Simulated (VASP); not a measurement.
Wanted: the native input for a VASP 6.6.1 run.

| Item | Value |
| --- | --- |
| Task | single point |
| Functional | PBE |
| Potentials or basis | VASP PAW PBE potentials, release 64 (Ta_pv, As) |
| Cutoff | 520 eV |
| k mesh | 20 × 20 × 20 |
| Occupations | gaussian, width 0.15 eV |
| Spin | no spin polarisation |
| Dipole correction | no |
| Further INCAR settings | ALGO = Normal; EDIFF = 1e-07; NBANDS = 24 |

The structure of TaAs lies in POSCAR:

```
TaAs
1.0
   -1.7314485851      1.7314485851      5.6326021896
    1.7314485851     -1.7314485851      5.6326021896
    1.7314485851      1.7314485851     -5.6326021896
Ta As
2 2
Direct
    0.5001741996      0.0001741996      0.5000000000
    0.7501741996      0.7501741996      0.0000000000
    0.0824252204      0.5824252204      0.5000000000
    0.3324252204      0.3324252204      0.0000000000
```

This cell differs from its parent crystal: strain +0.000 along x and y, -0.040 along z.

The input as run:

INCAR

```
PREC = Accurate
ENCUT = 520
EDIFF = 1E-7
ISMEAR = 0
SIGMA = 0.15
LREAL = False
LASPH = True
NELM = 60
ALGO = Normal
ISIF = 2
LWAVE = False
LCHARG = False
GGA = PE
NBANDS = 24
```

KPOINTS

```
regular mesh
0
Gamma
  20 20 20
```

Potentials or basis: VASP PAW PBE potentials, release 64 (Ta_pv, As).

Run with:

```console
$ cat potpaw_PBE.64/Ta_pv/POTCAR potpaw_PBE.64/As/POTCAR > POTCAR
$ mpirun -np 1 vasp_std > vasp.out
```

Results of the run:

```yaml
Pressure: 7.9 GPa
Largest_force: 0.350 eV/Å
Band_gap_on_the_k_mesh: zero (filled and empty bands touch)
```

Caveat: the cell differs from its parent crystal (strain +0.000 along x and y, -0.040 along z); the stress differs along the axes, from 6 to 12 GPa; spin-orbit coupling is left out, which moves the levels of the heavy elements.

Wall time 19 min on 1 thread of Intel(R) Xeon(R) Platinum 8488C (Sapphire Rapids) (shared host), peak memory 1.1 GiB.
